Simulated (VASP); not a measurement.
LuBC, 6 atoms in the cell. It takes space group P6_3/mmc (No. 194, hexagonal). Conventional cell: a = 2.991 Å, b = 2.991 Å, c = 7.744 Å, α = 90.00°, β = 90.00°, γ = 120.00°. Within 3.4 Å of Lu (site symmetry -3m) lie 6 B at 2.59 Å and 6 C at 2.59 Å and 6 Lu at 2.99 Å. Within 2.3 Å of B (site symmetry -6m2) lie 3 C at 1.73 Å. Within 2.3 Å of C (site symmetry -6m2) lie 3 B at 1.73 Å. 

```yaml
Program: VASP 6.6.1
Task: single point
Functional: BLYP
Potentials_or_basis: VASP PAW PBE potentials, release 64 (Lu, B, C)
Cutoff: 520 eV
k_mesh: 10 × 10 × 4
Occupations: methfessel-paxton, width 0.15 eV
Spin: no spin polarisation
Dipole_correction: no
Further_INCAR_settings: ALGO = Normal; EDIFF = 1e-06; NBANDS = 41
```

Potentials or basis: VASP PAW PBE potentials, release 64 (Lu, B, C).

The run is started by

```bash
$ cat potpaw_PBE.64/Lu/POTCAR potpaw_PBE.64/B/POTCAR potpaw_PBE.64/C/POTCAR > POTCAR
$ mpirun -np 1 vasp_std > vasp.out
```

Hardware: 1 thread of Intel(R) Xeon(R) Platinum 8259CL CPU @ 2.50GHz (Skylake/Cascade Lake) (shared host).

Task: How long does it take, and how much memory?

Result: Run time: 110 s on 1 thread of Intel(R) Xeon(R) Platinum 8259CL CPU @ 2.50GHz (Skylake/Cascade Lake), on a shared host, peak memory 0.24 GiB. Counts: scf iterations 14, k points 42.
